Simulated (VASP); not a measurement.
# Sn (Fm-3m) in VASP: notebook

The runs below take Sn through single point, with BLYP.

Program: VASP 6.6.1. These are calculated values, not measurements. Logs are shortened: lines on timing, memory, paths and dates and some standing lists are left out, and cuts for length are marked.

## 1. The cell of the first run

It takes space group Fm-3m (No. 225, cubic). Conventional cell: a = 4.772 Å, b = 4.772 Å, c = 4.772 Å, α = 90.00°, β = 90.00°, γ = 90.00°. Sn (site symmetry m-3m) has 12 Sn at 3.37 Å within 4.4 Å.

## 2. Single point, BLYP (volume scaled by 0.88)

Input file INCAR:

```
AGGAC = 1.0
AGGAX = 1.0
ALDAC = 0.0
ALDAX = 1.0
ALGO = Normal
EDIFF = 1E-6
ENCUT = 520
GGA = B5
ISIF = 2
ISMEAR = -1
LASPH = T
LCHARG = T
LELF = T
LREAL = F
LVHAR = T
LWAVE = F
NBANDS = 13
NELM = 80
PREC = Accurate
SIGMA = 0.1
```

Input file KPOINTS:

```
k-points
0
Gamma
  12 12 12
```

Input file POSCAR:

```
Sn
1.0
    0.0000000000      2.3860010339      2.3860010339
    2.3860010339      0.0000000000      2.3860010339
    2.3860010339      2.3860010339      0.0000000000
Sn
1
Direct
    0.0000000000      0.0000000000      0.0000000000
```

Potentials or basis: VASP PAW PBE potentials, release 64 (Sn_d).

Run with:

```console
cat potpaw_PBE.64/Sn_d/POTCAR > POTCAR
mpirun -np 1 vasp_std > vasp.out
```

OUTCAR:

```text
EDIFF = 1E-6
   ENCUT = 520
   GGA = B5
   ISIF = 2
   ISMEAR = -1
   LASPH = T
   LREAL = F
   NELM = 80
   PREC = Accurate

 ion  position               nearest neighbor table
   1  0.000  0.000  0.000-

  LATTYP: Found a face centered cubic cell.
 ALAT       =     4.7720020678

  Lattice vectors:

 A1 = (   0.0000000000,   2.3860010339,   2.3860010339)
 A2 = (   2.3860010339,   0.0000000000,   2.3860010339)
 A3 = (   2.3860010339,   2.3860010339,   0.0000000000)

Analysis of symmetry for initial positions (statically):
=====================================================================
 Subroutine PRICEL returns:
 Original cell was already a primitive cell.

 Routine SETGRP: Setting up the symmetry group for a
 face centered cubic supercell.

 Subroutine GETGRP returns: Found 48 space group operations
 (whereof 48 operations were pure point group operations)
 out of a pool of 48 trial point group operations.

The static configuration has the point symmetry O_h .

Analysis of symmetry for dynamics (positions and initial velocities):
=====================================================================
 Subroutine PRICEL returns:
 Original cell was already a primitive cell.

 Routine SETGRP: Setting up the symmetry group for a
 face centered cubic supercell.

 Subroutine GETGRP returns: Found 48 space group operations
 (whereof 48 operations were pure point group operations)
 out of a pool of 48 trial point group operations.

The dynamic configuration has the point symmetry O_h .

 Subroutine INISYM returns: Found 48 space group operations
 (whereof 48 operations are pure point group operations),
 and found     1 'primitive' translations

----------------------------------------------------------------------------------------

                                     Primitive cell

  volume of cell :      27.1670

  direct lattice vectors                    reciprocal lattice vectors
     0.000000000  2.386001034  2.386001034    -0.209555651  0.209555651  0.209555651
     2.386001034  0.000000000  2.386001034     0.209555651 -0.209555651  0.209555651
     2.386001034  2.386001034  0.000000000     0.209555651  0.209555651 -0.209555651

  length of vectors
     3.374315022  3.374315022  3.374315022     0.362961035  0.362961035  0.362961035

  position of ions in fractional coordinates (direct lattice)
     0.000000000  0.000000000  0.000000000

  ion indices of the primitive-cell ions
   primitive index   ion index
                 1           1

----------------------------------------------------------------------------------------

 KPOINTS: k-points

Automatic generation of k-mesh.
 Grid dimensions read from file:
 generate k-points for:   12   12   12

 Generating k-lattice:

  Cartesian coordinates                     Fractional coordinates (reciprocal lattice)
    -0.017462971  0.017462971  0.017462971     0.083333333  0.000000000  0.000000000
     0.017462971 -0.017462971  0.017462971     0.000000000  0.083333333  0.000000000
     0.017462971  0.017462971 -0.017462971     0.000000000  0.000000000  0.083333333

  Length of vectors
     0.030246753  0.030246753  0.030246753

  Shift w.r.t. Gamma in fractional coordinates (k-lattice)
     0.000000000  0.000000000  0.000000000

 Subroutine IBZKPT returns following result:
 ===========================================

 Found     72 irreducible k-points:

 Following reciprocal coordinates:
            Coordinates               Weight
  0.000000  0.000000  0.000000      1.000000
  0.083333  0.000000  0.000000      8.000000
  0.166667  0.000000  0.000000      8.000000
  0.250000  0.000000  0.000000      8.000000
  0.333333  0.000000  0.000000      8.000000
  0.416667  0.000000  0.000000      8.000000
[... 16 lines left out ...]
  0.500000  0.166667  0.000000     24.000000
 -0.416667  0.166667  0.000000     24.000000
 [... further k-points ...]
   k-points           NKPTS =     72   k-points in BZ     NKDIM =     72   number of bands    NBANDS=     13
   number of dos      NEDOS =    301   number of ions     NIONS =      1
   total plane-waves  NPLWV =  21952
   dimension x,y,z NGX =    28 NGY =   28 NGZ =   28
   dimension x,y,z NGXF=    56 NGYF=   56 NGZF=   56
   ions per type =               1
   NGX,Y,Z   is equivalent  to a cutoff of  13.80, 13.80, 13.80 a.u.
   NGXF,Y,Z  is equivalent  to a cutoff of  27.59, 27.59, 27.59 a.u.
 SYSTEM =  unknown system
   PREC   = accura    normal or accurate (medium, high low for compatibility)
   ISTART =      0    job   : 0-new  1-cont  2-samecut
   ICHARG =      2    charge: 1-file 2-atom 10-const
   ISPIN  =      1    spin polarized calculation?
   LNONCOLLINEAR =      F non collinear calculations
   LSORBIT =      F    spin-orbit coupling
   LASPH  =      T    aspherical Exc in radial PAW
   ENCUT  =  520.0 eV  38.22 Ry    6.18 a.u.   6.27  6.27  6.27*2*pi/ulx,y,z
   NELM   =     80;   NELMIN=  2; NELMDL= -5     # of ELM steps
   EDIFF  = 0.1E-05   stopping-criterion for ELM
   LREAL  =      F    real-space projection
   EDIFFG = 0.1E-04   stopping-criterion for IOM
   NSW    =      0    number of steps for IOM
   IBRION =     -1    ionic relax: 0-MD 1-quasi-New 2-CG
   NFREE  =      0    steps in history (QN), initial steepest desc. (CG)
   ISIF   =      2    stress and relaxation
   ISYM   =      2    0-nonsym 1-usesym 2-fastsym
   POTIM  = 0.5000    time-step for ionic-motion
   TEBEG  =    0.0;   TEEND  =   0.0 temperature during run
   PSTRESS=    0.0 pullay stress
   NELECT =      14.0000    total number of electrons
   NUPDOWN=      -1.0000    fix difference up-down
   EMIN   =  10.00;   EMAX   =-10.00  energy-range for DOS
   EFERMI =   0.00;   METHOD = LEGACY
   ISMEAR =    -1;   SIGMA  =   0.10  broadening in eV -4-tet -1-fermi 0-gaus
   EFERMI_NEDOS =   21; number of points for ismear=-14 and -15
   IALGO  =     38    algorithm
   IMIX   =      4    mixing-type and parameters
     AMIX     =   0.40;   BMIX     =  1.00
     AMIX_MAG =   1.60;   BMIX_MAG =  1.00
  volume/ion in A,a.u.               =      27.17       183.33
  Fermi-wavevector in a.u.,A,eV,Ry     =   1.312513  2.480290 23.438619  1.722690
  Thomas-Fermi vector in A             =   2.442900
   LORBIT       =      0    0 simple, 1 ext, 2 COOP (PROOUT), +10 PAW based schemes
   GGA     = B5    functional components
   LHFCALC =     F    Hartree Fock is set to
   AEXX    =    0.0000 exact exchange contribution
   IVDW    =     0    specifies the selected vdW correction
   LEPSILON=     F    determine dielectric tensor
   LRPA    =     F    only Hartree local field effects (RPA)
 non-spin polarized calculation
  energy-cutoff  :      520.00
  volume of cell :       27.17
 maximum number of plane-waves:       751
 NGX is ok and might be reduce to    28
   NGX = 13   NGY = 13   NGZ = 13

 number of electron      14.0000004 magnetization

 Free energy of the ion-electron system (eV)
  ---------------------------------------------------
  ext. energy  EPLUGINS =         0.00000000
  ---------------------------------------------------
  free energy    TOTEN  =        -2.89655097 eV

  energy without entropy =       -2.87312717  energy(sigma->0) =       -2.88483907

 E-fermi :   8.6188     XC(G=0):  -9.7520

 val. band max:        8.6121691094   @ k =  -0.4167   0.3333   0.1667
 cond. band min:       8.7255618802   @ k =  -0.2500   0.2500   0.0000
 fundamental gap:      0.1133927708
 Fermi energy:         8.6187977291

 k-point     1 :       0.0000    0.0000    0.0000
  band No.  band energies     occupation
      1     -12.9353      2.00000
      2     -12.9353      2.00000
      3     -12.9353      2.00000
      4     -12.8562      2.00000
      5     -12.8562      2.00000
      6      -2.5250      2.00000
      7      16.1110      0.00000
      8      16.1110      0.00000
      9      16.1110      0.00000
     10      19.5587      0.00000
     11      20.5880      0.00000
     12      20.5880      0.00000
     13      20.5880      0.00000

 k-point     2 :       0.0833    0.0000    0.0000
  band No.  band energies     occupation
      1     -12.9347      2.00000
      2     -12.9295      2.00000
      3     -12.9295      2.00000
      4     -12.8563      2.00000
      5     -12.8563      2.00000
      6      -2.3828      2.00000
      7      14.7260      0.00000
      8      15.9030      0.00000
      9      15.9030      0.00000
     10      18.9249      0.00000
     11      20.9501      0.00000
     12      20.9501      0.00000
     13      22.2089      0.00000

 k-point     3 :       0.1667    0.0000    0.0000
  band No.  band energies     occupation
      1     -12.9336      2.00000
      2     -12.9182      2.00000
      3     -12.9182      2.00000
      4     -12.8522      2.00000
      5     -12.8522      2.00000
      6      -1.9559      2.00000
      7      12.1806      0.00000
      8      15.4428      0.00000
      9      15.4428      0.00000
     10      18.6101      0.00000
     11      21.5497      0.00000
     12      21.5497      0.00000
     13      22.4429      0.00000
[... 305 lines left out ...]
 k-point    23 :       0.5000    0.1667    0.0000
  band No.  band energies     occupation
      1     -12.9466      2.00000
      2     -12.9043      2.00000
      3     -12.8897      2.00000
      4     -12.8153      2.00000
      5     -12.7759      2.00000
      6       1.7544      2.00000
      7       5.1523      2.00000
      8      11.3823      0.00000
      9      12.8685      0.00000
     10      16.4505      0.00000
     11      21.6639      0.00000
     12      21.7008      0.00000
     13      23.6729      0.00000

 k-point    24 :      -0.4167    0.1667    0.0000
  band No.  band energies     occupation
      1     -12.9396      2.00000
      2     -12.9038      2.00000
      3     -12.8928      2.00000
      4     -12.8052      2.00000
      5     -12.7879      2.00000
      6       2.0365      2.00000
      7       4.7883      2.00000
      8      10.8911      0.00000
      9      13.3091      0.00000
     10      16.7754      0.00000
     11      21.2106      0.00000
     12      21.3673      0.00000
     13      24.4242      0.00000

 [... further k-points ...]

------------------------ aborting loop because EDIFF is reached ----------------------------------------

  FORCE on cell =-STRESS in cart. coord.  units (eV):
  Direction    XX          YY          ZZ          XY          YZ          ZX
  --------------------------------------------------------------------------------------
  -------------------------------------------------------------------------------------
  Total        1.0273775      1.0273775      1.0273775     -0.0000000     -0.0000000     -0.0000000
  in kB       60.5896914     60.5896914     60.5896914     -0.0000000     -0.0000000     -0.0000000
  external PRESSURE =      60.5896914 kB  Pullay stress =       0.0000000 kB

 VOLUME and BASIS-vectors are now :
 -----------------------------------------------------------------------------
  energy-cutoff  :      520.00
  volume of cell :       27.17
      direct lattice vectors                 reciprocal lattice vectors
     0.000000000  2.386001034  2.386001034    -0.209555651  0.209555651  0.209555651
     2.386001034  0.000000000  2.386001034     0.209555651 -0.209555651  0.209555651
     2.386001034  2.386001034  0.000000000     0.209555651  0.209555651 -0.209555651

 POSITION                                       TOTAL-FORCE (eV/Angst)
 -----------------------------------------------------------------------------------
      0.00000      0.00000      0.00000         0.000000      0.000000      0.000000
 -----------------------------------------------------------------------------------
    total drift:                               -0.000000     -0.000000     -0.000000

  FREE ENERGIE OF THE ION-ELECTRON SYSTEM (eV)
  ---------------------------------------------------
  free  energy   TOTEN  =        -2.8965509719 eV

  energy  without entropy=       -2.8731271658  energy(sigma->0) =       -2.88483907
```

Run time: 14 s. Hardware: 1 thread of Intel Xeon 6975P-C (Granite Rapids), shared host; peak memory 0.16 GiB.

Results:

```
Free energy            : -2.8966 eV
Pressure               : 6.1 GPa
Band gap on the k mesh : zero (band 7 reaches 16.11 eV, above the bottom of band 8 at 6.73 eV)
```

Caveat: the cell differs from its parent crystal (volume scaled by 0.88); the PAW data sets were made with another functional, which shifts forces and pressure a little; spin-orbit coupling is left out, which moves the levels of the heavy elements.

## 3. Single point, BLYP (volume scaled by 0.92)

Input file INCAR:

```
PREC = Accurate
ENCUT = 520
EDIFF = 1E-7
ISMEAR = -1
SIGMA = 0.1
LREAL = F
LASPH = T
NELM = 60
ALGO = Normal
ISIF = 2
LWAVE = F
LCHARG = T
GGA = B5
ALDAX = 1.0
AGGAX = 1.0
AGGAC = 1.0
ALDAC = 0.0
LELF = T
LVHAR = T
NBANDS = 13
```

Input file KPOINTS:

```
regular mesh
0
Gamma
  12 12 12
```

Input file POSCAR:

```
Sn
1.0
    0.0000000000      2.4216182407      2.4216182407
    2.4216182407      0.0000000000      2.4216182407
    2.4216182407      2.4216182407      0.0000000000
Sn
1
Direct
    0.0000000000      0.0000000000      0.0000000000
```

Potentials or basis: VASP PAW PBE potentials, release 64 (Sn_d).

Run with:

```console
cat potpaw_PBE.64/Sn_d/POTCAR > POTCAR
mpirun -np 1 vasp_std > vasp.out
```

Wall time 14 s (1 thread of Intel Xeon 6975P-C (Granite Rapids), shared host); peak memory 0.16 GiB.

Results (log left out):

```
Free energy            : -2.9341 eV
Pressure               : 3.6 GPa
Band gap on the k mesh : zero (band 7 reaches 15.21 eV, above the bottom of band 8 at 6.31 eV)
```

Levels at points of the mesh, in eV from the Fermi level:
```csv
k point,band 3,band 4,band 5,band 6,band 7,band 8,band 9,band 10,band 11,band 12
"(0.00, 0.00, 0.00)",-21.53,-21.46,-21.46,-10.83,7.13,7.13,7.13,10.89,11.70,11.70
"(0.50, 0.00, 0.00)",-21.52,-21.39,-21.39,-6.84,-4.29,5.35,5.35,10.02,10.35,10.62
"(0.50, 0.50, 0.00)",-21.40,-21.37,-21.37,-5.10,-3.38,1.94,1.94,5.61,5.98,19.77
```

Caveat: the cell differs from its parent crystal (volume scaled by 0.92); the PAW data sets were made with another functional, which shifts forces and pressure a little; spin-orbit coupling is left out, which moves the levels of the heavy elements.

## 4. Single point, BLYP (volume scaled by 0.96)

Input file INCAR:

```
SYSTEM = Sn
  PREC = Accurate
  ENCUT = 520
  EDIFF = 1E-6
  ISMEAR = -1
  SIGMA = 0.1
  LREAL = .False.
  LASPH = .True.
  NELM = 100
  ALGO = Normal
  ISIF = 2
  LWAVE = .False.
  LCHARG = .False.
  GGA = B5
  ALDAX = 1.0
  AGGAX = 1.0
  AGGAC = 1.0
  ALDAC = 0.0
  NBANDS = 13
```

Input file KPOINTS:

```
regular mesh
0
Gamma
  12 12 12
  0 0 0
```

Input file POSCAR:

```
Sn
1.0
    0.0000000000      2.4562174615      2.4562174615
    2.4562174615      0.0000000000      2.4562174615
    2.4562174615      2.4562174615      0.0000000000
Sn
1
Direct
    0.0000000000      0.0000000000      0.0000000000
```

Run with:

```console
cat potpaw_PBE.64/Sn_d/POTCAR > POTCAR
mpirun -np 1 vasp_std > vasp.out
```

Wall time 14 s (1 thread of Intel Xeon 6975P-C (Granite Rapids), shared host); peak memory 0.16 GiB.

The run converged. Its results:

| Property | Result |
| --- | --- |
| Free energy | -2.9548 eV |
| Pressure | 1.6 GPa |
| Band gap on the k mesh | zero (band 7 reaches 14.38 eV, above the bottom of band 8 at 5.92 eV) |

Levels at points of the mesh, in eV from the Fermi level:
| k point | band 4 | band 5 | band 6 | band 7 | band 8 | band 9 | band 10 | band 11 |
| --- | --- | --- | --- | --- | --- | --- | --- | --- |
| (0.00, 0.00, 0.00) | -21.45 | -21.45 | -10.55 | 6.78 | 6.78 | 6.78 | 10.84 | 11.45 |
| (0.50, 0.00, 0.00) | -21.39 | -21.39 | -6.79 | -4.08 | 5.11 | 5.11 | 9.66 | 10.30 |
| (0.50, 0.50, 0.00) | -21.37 | -21.37 | -5.16 | -3.22 | 1.89 | 1.89 | 5.50 | 5.92 |

Caveat: the cell differs from its parent crystal (volume scaled by 0.96); the PAW data sets were made with another functional, which shifts forces and pressure a little; spin-orbit coupling is left out, which moves the levels of the heavy elements.

## 5. Single point, BLYP

This run uses another cell than the first one, of 30.87 Å³/atom, 1.136 times its volume.

Input file INCAR:

```
PREC     = Accurate       # precision mode
ENCUT    = 520            # plane-wave cutoff, eV
EDIFF    = 1E-6           # SCF threshold, eV
ISMEAR   = -1             # smearing method
SIGMA    = 0.1            # smearing width, eV
LREAL    = False          # projectors in reciprocal space
LASPH    = True           # aspherical terms in the spheres
NELM     = 80             # most SCF steps
ALGO     = Normal         # electronic algorithm
ISIF     = 2              # what is computed and relaxed
LWAVE    = False          # write WAVECAR
LCHARG   = False          # write CHGCAR
GGA      = B5             # functional
ALDAX    = 1.0          
AGGAX    = 1.0          
AGGAC    = 1.0          
ALDAC    = 0.0          
NBANDS   = 13             # bands
```

Input file KPOINTS:

```
Automatic mesh
0
Gamma
  12 12 12
```

Input file POSCAR:

```
Sn
1.0
    0.0000000000      2.4898684577      2.4898684577
    2.4898684577      0.0000000000      2.4898684577
    2.4898684577      2.4898684577      0.0000000000
Sn
1
Direct
    0.0000000000      0.0000000000      0.0000000000
```

Run with:

```console
cat potpaw_PBE.64/Sn_d/POTCAR > POTCAR
mpirun -np 1 vasp_std > vasp.out
```

It took 14 s on 1 thread of Intel Xeon 6975P-C (Granite Rapids), shared host; peak memory 0.16 GiB.

The run converged. Its results:

```yaml
Free_energy: -2.9622 eV
Pressure: 0.1 GPa
Band_gap_on_the_k_mesh: zero (band 7 reaches 13.61 eV, above the bottom of band 8 at 5.57 eV)
```

Levels at points of the mesh, in eV from the Fermi level:
| k point | band 5 | band 6 | band 7 | band 8 | band 9 | band 10 |
| --- | --- | --- | --- | --- | --- | --- |
| (0.00, 0.00, 0.00) | -21.44 | -10.29 | 6.47 | 6.47 | 6.47 | 10.78 |
| (0.50, 0.00, 0.00) | -21.39 | -6.74 | -3.89 | 4.89 | 4.89 | 9.33 |
| (0.50, 0.50, 0.00) | -21.38 | -5.22 | -3.06 | 1.84 | 1.84 | 5.40 |

Caveat: the PAW data sets were made with another functional, which shifts forces and pressure a little; spin-orbit coupling is left out, which moves the levels of the heavy elements.

## 6. Single point, BLYP (volume scaled by 1.04)

Input file INCAR:

```
SYSTEM = Sn
AGGAC = 1.0 ; AGGAX = 1.0
ALDAC = 0.0 ; ALDAX = 1.0
ALGO = Normal ; EDIFF = 1E-7
ENCUT = 520 ; GGA = B5
ISIF = 2 ; ISMEAR = -1
LASPH = .True. ; LCHARG = .True.
LELF = .True. ; LREAL = .False.
LVHAR = .True. ; LWAVE = .False.
NBANDS = 13 ; NELM = 80
PREC = Accurate ; SIGMA = 0.1
```

Input file KPOINTS:

```
k-points
0
Gamma
  12 12 12
  0 0 0
```

Input file POSCAR:

```
Sn
1.0
    0.0000000000      2.5226336422      2.5226336422
    2.5226336422      0.0000000000      2.5226336422
    2.5226336422      2.5226336422      0.0000000000
Sn
1
Direct
    0.0000000000      0.0000000000      0.0000000000
```

Potentials or basis: VASP PAW PBE potentials, release 64 (Sn_d).

Run with:

```console
cat potpaw_PBE.64/Sn_d/POTCAR > POTCAR
mpirun -np 1 vasp_std > vasp.out
```

Wall time 18 s (1 thread of Intel Xeon 6975P-C (Granite Rapids), shared host); peak memory 0.17 GiB.

The run converged. Its results:

```yaml
Free_energy: -2.9590 eV
Pressure: -1.1 GPa
Band_gap_on_the_k_mesh: zero (band 7 reaches 12.90 eV, above the bottom of band 8 at 5.24 eV)
```

Levels at points of the mesh, in eV from the Fermi level:
```
           k point  band 3  band 4  band 5  band 6  band 7  band 8  band 9  band 10  band 11  band 12
(0.00, 0.00, 0.00)  -21.49  -21.44  -21.44  -10.05    6.17    6.17    6.17    10.72    10.99    10.99
(0.50, 0.00, 0.00)  -21.48  -21.40  -21.40   -6.70   -3.71    4.68    4.68     9.03    10.05    10.05
(0.50, 0.50, 0.00)  -21.40  -21.38  -21.38   -5.28   -2.92    1.78    1.78     5.32     5.81    18.96
```

Caveat: the cell differs from its parent crystal (volume scaled by 1.04); the PAW data sets were made with another functional, which shifts forces and pressure a little; spin-orbit coupling is left out, which moves the levels of the heavy elements.

## 7. The runs side by side

```tsv
cell	gap on the mesh (eV)	pressure (GPa)
a = 3.374 Å, angles 60.0°, 1 atom	none	6.1
a = 3.425 Å, angles 60.0°, 1 atom	none	3.6
a = 3.474 Å, angles 60.0°, 1 atom	none	1.6
a = 3.521 Å, angles 60.0°, 1 atom	none	0.1
a = 3.568 Å, angles 60.0°, 1 atom	none	-1.1
```

Alike in all rows: task single point; level BLYP; potentials or basis VASP PAW PBE potentials, release 64 (Sn_d); no spin polarisation; k mesh 12 × 12 × 12; cutoff (eV) 520; smearing fermi-dirac 0.1 eV.

Caveats: the PAW data sets were made with another functional, which shifts forces and pressure a little; spin-orbit coupling is left out, which moves the levels of the heavy elements.

Absolute energies hang on the potentials; compare differences alone.
